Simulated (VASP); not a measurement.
# V (Fm-3m) in VASP: settings compared

V is run at these levels: LDA, PBE; tasks: single point.

All numbers are computed with VASP 6.6.1; they aren't measurements. Logs are shortened: lines on timing, memory, paths and dates and some standing lists are left out, and cuts for length are marked.

## Step 1: The cell of the first run

It takes space group Fm-3m (No. 225, cubic). The conventional cell has a = 3.790 Å, b = 3.790 Å, c = 3.790 Å, α = 90.00°, β = 90.00°, γ = 90.00°. V (site symmetry m-3m) has 12 V at 2.68 Å within 3.5 Å.

This isn't the form of V at room conditions, which is bcc.

## Step 2: Single point, LDA, collinear spin, ferromagnetic start

File INCAR:

```
SYSTEM = V
  PREC = Accurate
  ENCUT = 520
  EDIFF = 1E-6
  ISMEAR = -1
  SIGMA = 0.05
  LREAL = .False.
  LASPH = .True.
  NELM = 150
  ALGO = Normal
  ISIF = 2
  LWAVE = .False.
  LCHARG = .False.
  ISPIN = 2
  MAGMOM = 1.5
  LORBIT = 11
  LMAXMIX = 4
  GGA = CA
  NBANDS = 16
```

File KPOINTS:

```
Automatic mesh
0
Gamma
  16 16 16
  0 0 0
```

File POSCAR:

```
V
1.0
    0.0000000000      1.8950000000      1.8950000000
    1.8950000000      0.0000000000      1.8950000000
    1.8950000000      1.8950000000      0.0000000000
V
1
Direct
    0.0000000000      0.0000000000      0.0000000000
```

Potentials or basis: VASP PAW LDA potentials, release 64 (V_sv).

Run with:

```bash
$ cat potpaw_LDA.64/V_sv/POTCAR > POTCAR
$ mpirun -np 1 vasp_std > vasp.out
```

OUTCAR:

```text
SYSTEM = V
   PREC = Accurate
   ENCUT = 520
   EDIFF = 1E-6
   ISMEAR = -1
   LREAL = .False.
   LASPH = .True.
   NELM = 150
   ISIF = 2
   ISPIN = 2
   LORBIT = 11
   GGA = CA

 ion  position               nearest neighbor table
   1  0.000  0.000  0.000-

  LATTYP: Found a face centered cubic cell.
 ALAT       =     3.7900000000

  Lattice vectors:

 A1 = (   0.0000000000,   1.8950000000,   1.8950000000)
 A2 = (   1.8950000000,   0.0000000000,   1.8950000000)
 A3 = (   1.8950000000,   1.8950000000,   0.0000000000)

Analysis of symmetry for initial positions (statically):
=====================================================================
 Subroutine PRICEL returns:
 Original cell was already a primitive cell.

 Routine SETGRP: Setting up the symmetry group for a
 face centered cubic supercell.

 Subroutine GETGRP returns: Found 48 space group operations
 (whereof 48 operations were pure point group operations)
 out of a pool of 48 trial point group operations.

The static configuration has the point symmetry O_h .

Analysis of symmetry for dynamics (positions and initial velocities):
=====================================================================
 Subroutine PRICEL returns:
 Original cell was already a primitive cell.

 Routine SETGRP: Setting up the symmetry group for a
 face centered cubic supercell.

 Subroutine GETGRP returns: Found 48 space group operations
 (whereof 48 operations were pure point group operations)
 out of a pool of 48 trial point group operations.

The dynamic configuration has the point symmetry O_h .

Analysis of structural, dynamic, and magnetic symmetry:
=====================================================================
 Subroutine PRICEL returns:
 Original cell was already a primitive cell.

 Routine SETGRP: Setting up the symmetry group for a
 face centered cubic supercell.

 Subroutine GETGRP returns: Found 48 space group operations
 (whereof 48 operations were pure point group operations)
 out of a pool of 48 trial point group operations.

The overall configuration has the point symmetry O_h .

 Subroutine INISYM returns: Found 48 space group operations
 (whereof 48 operations are pure point group operations),
 and found     1 'primitive' translations

----------------------------------------------------------------------------------------

                                     Primitive cell

  volume of cell :      13.6100

  direct lattice vectors                    reciprocal lattice vectors
     0.000000000  1.895000000  1.895000000    -0.263852243  0.263852243  0.263852243
     1.895000000  0.000000000  1.895000000     0.263852243 -0.263852243  0.263852243
     1.895000000  1.895000000  0.000000000     0.263852243  0.263852243 -0.263852243

  length of vectors
     2.679934701  2.679934701  2.679934701     0.457005490  0.457005490  0.457005490

  position of ions in fractional coordinates (direct lattice)
     0.000000000  0.000000000  0.000000000

  ion indices of the primitive-cell ions
   primitive index   ion index
                 1           1

----------------------------------------------------------------------------------------

 KPOINTS: Automatic mesh

Automatic generation of k-mesh.
 Grid dimensions read from file:
 generate k-points for:   16   16   16

 Generating k-lattice:

  Cartesian coordinates                     Fractional coordinates (reciprocal lattice)
    -0.016490765  0.016490765  0.016490765     0.062500000  0.000000000  0.000000000
     0.016490765 -0.016490765  0.016490765     0.000000000  0.062500000  0.000000000
     0.016490765  0.016490765 -0.016490765     0.000000000  0.000000000  0.062500000

  Length of vectors
     0.028562843  0.028562843  0.028562843

  Shift w.r.t. Gamma in fractional coordinates (k-lattice)
     0.000000000  0.000000000  0.000000000

 Subroutine IBZKPT returns following result:
 ===========================================

 Found    145 irreducible k-points:

 Following reciprocal coordinates:
            Coordinates               Weight
  0.000000  0.000000  0.000000      1.000000
  0.062500  0.000000  0.000000      8.000000
  0.125000  0.000000  0.000000      8.000000
  0.187500  0.000000  0.000000      8.000000
  0.250000  0.000000  0.000000      8.000000
  0.312500  0.000000  0.000000      8.000000
[... 16 lines left out ...]
 -0.125000  0.062500  0.000000     24.000000
 -0.062500  0.062500  0.000000     12.000000
 [... further k-points ...]
   k-points           NKPTS =    145   k-points in BZ     NKDIM =    145   number of bands    NBANDS=     16
   number of dos      NEDOS =    301   number of ions     NIONS =      1
   total plane-waves  NPLWV =   8000
   dimension x,y,z NGX =    20 NGY =   20 NGZ =   20
   dimension x,y,z NGXF=    40 NGYF=   40 NGZF=   40
   ions per type =               1
   NGX,Y,Z   is equivalent  to a cutoff of  12.41, 12.41, 12.41 a.u.
   NGXF,Y,Z  is equivalent  to a cutoff of  24.81, 24.81, 24.81 a.u.
 SYSTEM =  V
   PREC   = accura    normal or accurate (medium, high low for compatibility)
   ISTART =      0    job   : 0-new  1-cont  2-samecut
   ICHARG =      2    charge: 1-file 2-atom 10-const
   ISPIN  =      2    spin polarized calculation?
   LNONCOLLINEAR =      F non collinear calculations
   LSORBIT =      F    spin-orbit coupling
   LASPH  =      T    aspherical Exc in radial PAW
   ENCUT  =  520.0 eV  38.22 Ry    6.18 a.u.   4.98  4.98  4.98*2*pi/ulx,y,z
   NELM   =    150;   NELMIN=  2; NELMDL= -5     # of ELM steps
   EDIFF  = 0.1E-05   stopping-criterion for ELM
   LREAL  =      F    real-space projection
   EDIFFG = 0.1E-04   stopping-criterion for IOM
   NSW    =      0    number of steps for IOM
   IBRION =     -1    ionic relax: 0-MD 1-quasi-New 2-CG
   NFREE  =      0    steps in history (QN), initial steepest desc. (CG)
   ISIF   =      2    stress and relaxation
   ISYM   =      2    0-nonsym 1-usesym 2-fastsym
   POTIM  = 0.5000    time-step for ionic-motion
   TEBEG  =    0.0;   TEEND  =   0.0 temperature during run
   PSTRESS=    0.0 pullay stress
   NELECT =      13.0000    total number of electrons
   NUPDOWN=      -1.0000    fix difference up-down
   EMIN   =  10.00;   EMAX   =-10.00  energy-range for DOS
   EFERMI =   0.00;   METHOD = LEGACY
   ISMEAR =    -1;   SIGMA  =   0.05  broadening in eV -4-tet -1-fermi 0-gaus
   EFERMI_NEDOS =   21; number of points for ismear=-14 and -15
   IALGO  =     38    algorithm
   IMIX   =      4    mixing-type and parameters
     AMIX     =   0.40;   BMIX     =  1.00
     AMIX_MAG =   1.60;   BMIX_MAG =  1.00
  volume/ion in A,a.u.               =      13.61        91.84
  Fermi-wavevector in a.u.,A,eV,Ry     =   1.612266  3.046741 35.367013  2.599402
  Thomas-Fermi vector in A             =   2.707524
   LORBIT       =     11    0 simple, 1 ext, 2 COOP (PROOUT), +10 PAW based schemes
   GGA     = CA    functional components
   LHFCALC =     F    Hartree Fock is set to
   AEXX    =    0.0000 exact exchange contribution
   IVDW    =     0    specifies the selected vdW correction
   LEPSILON=     F    determine dielectric tensor
   LRPA    =     F    only Hartree local field effects (RPA)
 spin polarized calculation
  energy-cutoff  :      520.00
  volume of cell :       13.61
 maximum number of plane-waves:       380
   NGX =  9   NGY =  9   NGZ =  9

 number of electron      13.0000007 magnetization      -0.0013009

 number of electron      13.0000007 magnetization       0.0009230

 Free energy of the ion-electron system (eV)
  ---------------------------------------------------
  ext. energy  EPLUGINS =         0.00000000
  ---------------------------------------------------
  free energy    TOTEN  =        -9.65299793 eV

  energy without entropy =       -9.63809062  energy(sigma->0) =       -9.64554427

 E-fermi :   9.6672     XC(G=0): -13.1710

 val. band max:        9.6558993848   @ k =  -0.3750   0.1875   0.0625
 cond. band min:       9.6735926699   @ k =   0.5000   0.0000   0.0000
 fundamental gap:      0.0176932851
 Fermi energy:         9.6671865686

 spin component 1

 k-point     1 :       0.0000    0.0000    0.0000
  band No.  band energies     occupation
      1     -53.6170      1.00000
      2     -27.3465      1.00000
      3     -27.3465      1.00000
      4     -27.3465      1.00000
      5       2.8632      1.00000
      6       9.8230      0.04246
[... 8 lines left out ...]
     15      37.3875      0.00000
     16      38.2821      0.00000

 k-point     2 :       0.0625    0.0000    0.0000
  band No.  band energies     occupation
      1     -53.6100      1.00000
      2     -27.3819      1.00000
      3     -27.3508      1.00000
      4     -27.3508      1.00000
      5       3.0116      1.00000
      6       9.7434      0.17889
[... 8 lines left out ...]
     15      37.6317      0.00000
     16      38.2394      0.00000
[... 387 lines left out ...]
      5       3.7626      1.00000
      6       9.3704      0.99737
[... 8 lines left out ...]
     15      35.8984      0.00000
     16      38.0540      0.00000

 k-point    24 :      -0.0625    0.0625    0.0000
  band No.  band energies     occupation
      1     -53.5987      1.00000
      2     -27.4316      1.00000
      3     -27.3710      1.00000
      4     -27.3522      1.00000
      5       3.2538      1.00000
      6       9.6061      0.77234
[... 8 lines left out ...]
     15      36.9804      0.00000
     16      38.2471      0.00000

 [... further k-points ...]

 spin component 2

 k-point     1 :       0.0000    0.0000    0.0000
  band No.  band energies     occupation
      1     -53.6163      1.00000
      2     -27.3457      1.00000
      3     -27.3457      1.00000
      4     -27.3457      1.00000
      5       2.8636      1.00000
      6       9.8236      0.04192
[... 8 lines left out ...]
     15      37.3880      0.00000
     16      38.2826      0.00000

 k-point     2 :       0.0625    0.0000    0.0000
  band No.  band energies     occupation
      1     -53.6093      1.00000
      2     -27.3812      1.00000
      3     -27.3501      1.00000
      4     -27.3501      1.00000
      5       3.0120      1.00000
      6       9.7440      0.17695
[... 8 lines left out ...]
     15      37.6321      0.00000
     16      38.2398      0.00000
[... 387 lines left out ...]
      5       3.7630      1.00000
      6       9.3710      0.99733
[... 8 lines left out ...]
     15      35.8988      0.00000
     16      38.0544      0.00000

 k-point    24 :      -0.0625    0.0625    0.0000
  band No.  band energies     occupation
      1     -53.5979      1.00000
      2     -27.4309      1.00000
      3     -27.3702      1.00000
      4     -27.3515      1.00000
      5       3.2542      1.00000
      6       9.6068      0.77003
[... 8 lines left out ...]
     15      36.9808      0.00000
     16      38.2476      0.00000

 [... further k-points ...]

------------------------ aborting loop because EDIFF is reached ----------------------------------------

  FORCE on cell =-STRESS in cart. coord.  units (eV):
  Direction    XX          YY          ZZ          XY          YZ          ZX
  --------------------------------------------------------------------------------------
  -------------------------------------------------------------------------------------
  Total       -0.7293163     -0.7293163     -0.7293163      0.0000000      0.0000000     -0.0000000
  in kB      -85.8556519    -85.8556519    -85.8556519      0.0000000      0.0000000     -0.0000000
  external PRESSURE =     -85.8556519 kB  Pullay stress =       0.0000000 kB

 VOLUME and BASIS-vectors are now :
 -----------------------------------------------------------------------------
  energy-cutoff  :      520.00
  volume of cell :       13.61
      direct lattice vectors                 reciprocal lattice vectors
     0.000000000  1.895000000  1.895000000    -0.263852243  0.263852243  0.263852243
     1.895000000  0.000000000  1.895000000     0.263852243 -0.263852243  0.263852243
     1.895000000  1.895000000  0.000000000     0.263852243  0.263852243 -0.263852243

 POSITION                                       TOTAL-FORCE (eV/Angst)
 -----------------------------------------------------------------------------------
      0.00000      0.00000      0.00000         0.000000      0.000000      0.000000
 -----------------------------------------------------------------------------------
    total drift:                                0.000000      0.000000      0.000000

  FREE ENERGIE OF THE ION-ELECTRON SYSTEM (eV)
  ---------------------------------------------------
  free  energy   TOTEN  =        -9.6529979327 eV

  energy  without entropy=       -9.6380906156  energy(sigma->0) =       -9.64554427

 total charge

# of ion       s       p       d       tot
------------------------------------------
    1        2.351   6.226   3.075  11.651

 magnetization (x)

# of ion       s       p       d       tot
------------------------------------------
    1        0.000   0.000   0.000   0.000
```

Run time: 22 s. Hardware: 1 thread of Intel Xeon 6975P-C (Granite Rapids), shared host; peak memory 0.15 GiB.

What came out:

| Property | Result |
| --- | --- |
| Free energy | -9.6530 eV |
| Pressure | -8.6 GPa |
| Net moment | 0.00 μB per cell |
| Valence electrons inside the program's atomic spheres | V 11.65 |

Levels at points of the mesh, in eV from the Fermi level:
Spin up:
```
           k point  band 3  band 4  band 5  band 6  band 7  band 8  band 9  band 10
(0.00, 0.00, 0.00)  -37.01  -37.01   -6.80    0.16    0.16    0.16    1.91     1.91
(0.50, 0.00, 0.00)  -37.13  -37.13   -3.37    0.01    0.01    0.96    3.15     3.15
(0.50, 0.50, 0.00)  -37.33  -37.33   -3.56   -2.69    3.10    3.48    3.48     3.57
```
Spin down:
```
           k point  band 3  band 4  band 5  band 6  band 7  band 8  band 9  band 10
(0.00, 0.00, 0.00)  -37.01  -37.01   -6.80    0.16    0.16    0.16    1.91     1.91
(0.50, 0.00, 0.00)  -37.13  -37.13   -3.37    0.01    0.01    0.96    3.15     3.15
(0.50, 0.50, 0.00)  -37.33  -37.33   -3.56   -2.69    3.10    3.48    3.48     3.57
```

Caveat: the cell stands under tension.

## Step 3: Single point, PBE, collinear spin, ferromagnetic start

File INCAR:

```
SYSTEM = V
PREC     = Accurate       ! precision mode
ENCUT    = 520            ! plane-wave cutoff, eV
EDIFF    = 1E-7           ! SCF threshold, eV
ISMEAR   = -1             ! smearing method
SIGMA    = 0.05           ! smearing width, eV
LREAL    = .FALSE.        ! projectors in reciprocal space
LASPH    = .TRUE.         ! aspherical terms in the spheres
NELM     = 150            ! most SCF steps
ALGO     = Normal         ! electronic algorithm
ISIF     = 2              ! what is computed and relaxed
LWAVE    = .FALSE.        ! write WAVECAR
LCHARG   = .FALSE.        ! write CHGCAR
ISPIN    = 2              ! spin polarisation
MAGMOM   = 1.5            ! initial moments
LORBIT   = 11             ! projections on sites
LMAXMIX  = 4              ! l up to which the mixer works
GGA      = PE             ! functional
NBANDS   = 16             ! bands
```

File KPOINTS:

```
regular mesh
0
G
  16 16 16
  0 0 0
```

POSCAR is that of step 2.

Potentials or basis: VASP PAW PBE potentials, release 64 (V_sv).

Run with:

```bash
$ cat potpaw_PBE.64/V_sv/POTCAR > POTCAR
$ mpirun -np 1 vasp_std > vasp.out
```

OUTCAR:

```text
SYSTEM = V
   PREC = Accurate
   ENCUT = 520
   EDIFF = 1E-7
   ISMEAR = -1
   LREAL = .FALSE.
   LASPH = .TRUE.
   NELM = 150
   ISIF = 2
   ISPIN = 2
   LORBIT = 11
   GGA = PE

 ion  position               nearest neighbor table
   1  0.000  0.000  0.000-

  LATTYP: Found a face centered cubic cell.
 ALAT       =     3.7900000000

  Lattice vectors:

 A1 = (   0.0000000000,   1.8950000000,   1.8950000000)
 A2 = (   1.8950000000,   0.0000000000,   1.8950000000)
 A3 = (   1.8950000000,   1.8950000000,   0.0000000000)

Analysis of symmetry for initial positions (statically):
=====================================================================
 Subroutine PRICEL returns:
 Original cell was already a primitive cell.

 Routine SETGRP: Setting up the symmetry group for a
 face centered cubic supercell.

 Subroutine GETGRP returns: Found 48 space group operations
 (whereof 48 operations were pure point group operations)
 out of a pool of 48 trial point group operations.

The static configuration has the point symmetry O_h .

Analysis of symmetry for dynamics (positions and initial velocities):
[... 639 lines left out ...]
 spin component 2

 k-point     1 :       0.0000    0.0000    0.0000
  band No.  band energies     occupation
      1     -54.1597      1.00000
      2     -27.4846      1.00000
      3     -27.4846      1.00000
      4     -27.4846      1.00000
      5       3.0171      1.00000
      6      10.0603      0.03692
[... 435 lines left out ...]
      5       3.4068      1.00000
      6       9.8419      0.75138
[... 8 lines left out ...]
     15      37.1647      0.00000
     16      38.4557      0.00000

 [... further k-points ...]

------------------------ aborting loop because EDIFF is reached ----------------------------------------

  FORCE on cell =-STRESS in cart. coord.  units (eV):
  Direction    XX          YY          ZZ          XY          YZ          ZX
  --------------------------------------------------------------------------------------
  -------------------------------------------------------------------------------------
  Total        0.3513660      0.3513660      0.3513660      0.0000000      0.0000000      0.0000000
  in kB       41.3630572     41.3630572     41.3630572      0.0000000      0.0000000      0.0000000
  external PRESSURE =      41.3630572 kB  Pullay stress =       0.0000000 kB

 VOLUME and BASIS-vectors are now :
 -----------------------------------------------------------------------------
  energy-cutoff  :      520.00
  volume of cell :       13.61
      direct lattice vectors                 reciprocal lattice vectors
     0.000000000  1.895000000  1.895000000    -0.263852243  0.263852243  0.263852243
     1.895000000  0.000000000  1.895000000     0.263852243 -0.263852243  0.263852243
     1.895000000  1.895000000  0.000000000     0.263852243  0.263852243 -0.263852243

 POSITION                                       TOTAL-FORCE (eV/Angst)
 -----------------------------------------------------------------------------------
      0.00000      0.00000      0.00000         0.000000      0.000000      0.000000
 -----------------------------------------------------------------------------------
    total drift:                                0.000000     -0.000000     -0.000000

  FREE ENERGIE OF THE ION-ELECTRON SYSTEM (eV)
  ---------------------------------------------------
  free  energy   TOTEN  =        -8.7523610779 eV

  energy  without entropy=       -8.7381004931  energy(sigma->0) =       -8.74523079

 total charge

# of ion       s       p       d       tot
------------------------------------------
    1        2.347   6.232   3.046  11.625

 magnetization (x)

# of ion       s       p       d       tot
------------------------------------------
    1        0.000   0.000   0.000   0.000
```

It took 25 s on 1 thread of Intel Xeon 6975P-C (Granite Rapids), shared host; peak memory 0.16 GiB.

What came out:

```yaml
Free_energy: -8.7524 eV
Pressure: 4.1 GPa
Net_moment: 0.00 μB per cell
Valence_electrons_inside_the_program's_atomic_spheres: V 11.62
```

Levels at points of the mesh, in eV from the Fermi level:
Spin up:
```tsv
k point	band 4	band 5	band 6	band 7	band 8	band 9
(0.00, 0.00, 0.00)	-37.38	-6.88	0.16	0.16	0.16	1.95
(0.50, 0.00, 0.00)	-37.49	-3.38	0.04	0.04	0.85	3.15
(0.50, 0.50, 0.00)	-37.69	-3.55	-2.69	3.13	3.46	3.46
```
Spin down:
```tsv
k point	band 4	band 5	band 6	band 7	band 8	band 9
(0.00, 0.00, 0.00)	-37.38	-6.88	0.16	0.16	0.16	1.95
(0.50, 0.00, 0.00)	-37.49	-3.38	0.04	0.04	0.85	3.15
(0.50, 0.50, 0.00)	-37.69	-3.55	-2.69	3.13	3.46	3.46
```

Caveat: the cell stands under pressure.
